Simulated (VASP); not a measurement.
A run of VASP 6.6.1:

The input INCAR:

```
SYSTEM = HfN
  PREC = Accurate
  ENCUT = 520
  EDIFF = 1E-6
  ISMEAR = 0
  SIGMA = 0.1
  LREAL = .FALSE.
  LASPH = .TRUE.
  NELM = 60
  ALGO = Normal
  ISIF = 2
  LWAVE = .FALSE.
  LCHARG = .TRUE.
  GGA = PE
  LELF = .TRUE.
  LVHAR = .TRUE.
  NBANDS = 14
```

Contents of KPOINTS:

```
Automatic mesh
0
G
  6 6 6
  0 0 0
```

The input POSCAR:

```
HfN
1.0
    0.0000000000      2.2590000600      2.2590000600
    2.2590000600      0.0000000000      2.2590000600
    2.2590000600      2.2590000600      0.0000000000
Hf N
1 1
Direct
    0.0000000000      0.0000000000      0.0000000000
    0.5000000000      0.5000000000      0.5000000000
```

Potentials or basis: VASP PAW PBE potentials, release 64 (Hf_pv, N).

Command:

```sh
$ cat potpaw_PBE.64/Hf_pv/POTCAR potpaw_PBE.64/N/POTCAR > POTCAR
$ mpirun -np 1 vasp_std > vasp.out
```

Hardware: 1 thread of Intel(R) Xeon(R) 6975P-C (Granite Rapids), with other jobs on the host.

Q: How long does it take, and how much memory?

A: It took 2.7 s on 1 thread of Intel(R) Xeon(R) 6975P-C (Granite Rapids) (shared host), peak memory 0.14 GiB. Counts: scf iterations 13, k points 16.
